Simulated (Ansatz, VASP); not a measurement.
# SiC: VASP beside Ansatz

The input INCAR:

```
ALGO = Normal
EDIFF = 1E-6
ENCUT = 520
ISIF = 2
ISMEAR = 0
LASPH = T
LCHARG = F
LREAL = F
LWAVE = F
NBANDS = 11
NELM = 60
PREC = Accurate
SIGMA = 0.05
```

The input KPOINTS:

```
k-points
0
Gamma
  12 12 12
```

POSCAR

```
SiC
1.0
    0.0489150000      2.1740000000      2.1740000000
    2.2229150000      0.0000000000      2.2229150000
    2.1740000000      2.1740000000      0.0489150000
Si C
1 1
Direct
    0.0000000000      0.0000000000      0.0000000000
    0.7500000000      0.7500000000      0.7500000000
```

Input for Ansatz:

```yaml
crystal:
  lattice:
    - [0.048915, 2.174, 2.174]
    - [2.222915, 0.0, 2.222915]
    - [2.174, 2.174, 0.048915]
  atoms:
    - { symbol: Si, position: [0.0, 0.0, 0.0] }
    - { symbol: C, position: [0.75, 0.75, 0.75] }
basis:
  ecutwfc: 420
kpoints:
  mp_grid: { grid: [12, 12, 12] }
hamiltonian:
  xc: lda
scf:
  occupations: { method: gaussian, width: 0.05 }
output:
  forces: true
  stress: true
  eigenvalues: true
```

Change from the starting cell: strain +0.0450 x Voigt [0, 0, 0, 0, 1, 0], atoms carried along.

Alike in both runs: task single point; functional LDA; k mesh 12 × 12 × 12; occupations gaussian, width 0.05 eV; no spin polarisation.

|  | VASP | Ansatz |
| --- | --- | --- |
| version | VASP 6.6.1 | Ansatz 0.2.0 |
| potentials or method | VASP PAW LDA potentials, release 64 (Si, C), cutoff 520 eV | scalar-relativistic, plane waves, PAW |
| valence electrons in the cell | 8 | 8 |

Ansatz gave:

* gap on the k mesh at the Fermi level (eV): 1.10
* least direct gap on the mesh (eV): 4.08
* pressure (GPa): -2.4
* traceless stress, the component that is largest in VASP (GPa): -12.29
* rms of the force components (eV/Å): 0.209

Problem. Which values does VASP return?

Solution. gap on the k mesh at the Fermi level (eV): 1.08; least direct gap on the mesh (eV): 4.06; pressure (GPa): -2.0; traceless stress, the component that is largest in VASP (GPa): -12.34; rms of the force components (eV/Å): 0.210.

LDA's correlation is that of Perdew and Zunger in VASP and of Perdew and Wang (1992) in Ansatz. Atom by atom the forces differ by 0.001 eV/Å (rms over components).
